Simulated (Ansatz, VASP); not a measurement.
## One calculation of Y, two programs

INCAR

```
PREC = Accurate
ENCUT = 520
EDIFF = 1E-8
ISMEAR = -1
SIGMA = 0.03
LREAL = F
LASPH = T
NELM = 80
ALGO = Normal
ISIF = 2
LWAVE = F
LCHARG = F
GGA = PS
LEFG = T
NBANDS = 12
```

Contents of KPOINTS:

```
Automatic mesh
0
Gamma
  12 12 12
```

File POSCAR:

```
Y
1.0
    0.0000000000      2.5855737421      2.5855737421
    2.5855737421      0.0000000000      2.5855737421
    2.5855737421      2.5855737421      0.0000000000
Y
1
Direct
    0.0000000000      0.0000000000      0.0000000000
```

Input for Ansatz:

```yaml
crystal:
  lattice:
    - [0.0, 2.5855737421, 2.5855737421]
    - [2.5855737421, 0.0, 2.5855737421]
    - [2.5855737421, 2.5855737421, 0.0]
  atoms:
    - { symbol: "Y", position: [0.0, 0.0, 0.0] }
kpoints:
  mp_grid: { grid: [12, 12, 12] }
scf:
  occupations: { method: fermi_dirac, width: 0.03 }
hamiltonian:
  xc: pbesol
  pseudopotentials: { kind: paw }
output:
  forces: true
  stress: true
  eigenvalues: true
  efg: { contact_densities: true }
```

Change from the starting cell: functional pbesol, volume scaled by 1.04, PAW files.

Alike in both runs: task electric field gradients; functional PBEsol; k mesh 12 × 12 × 12; occupations fermi-dirac, width 0.03 eV; no spin polarisation.

```csv
,VASP,Ansatz
version,VASP 6.6.1,Ansatz 0.2.0
potentials or method,"VASP PAW PBE potentials, release 64 (Y_sv)","PAW with Ansatz's default frozen-core files, scalar-relativistic"
plane-wave cutoff (eV),520,420
valence electrons in the cell,11,11
```

Ansatz gave:

| Property | Result |
| --- | --- |
| pressure (GPa) | -4.0 |

Which values does VASP return?

Pressure (GPa): -4.1.

VASP's potentials were made for PBE, not for PBEsol.
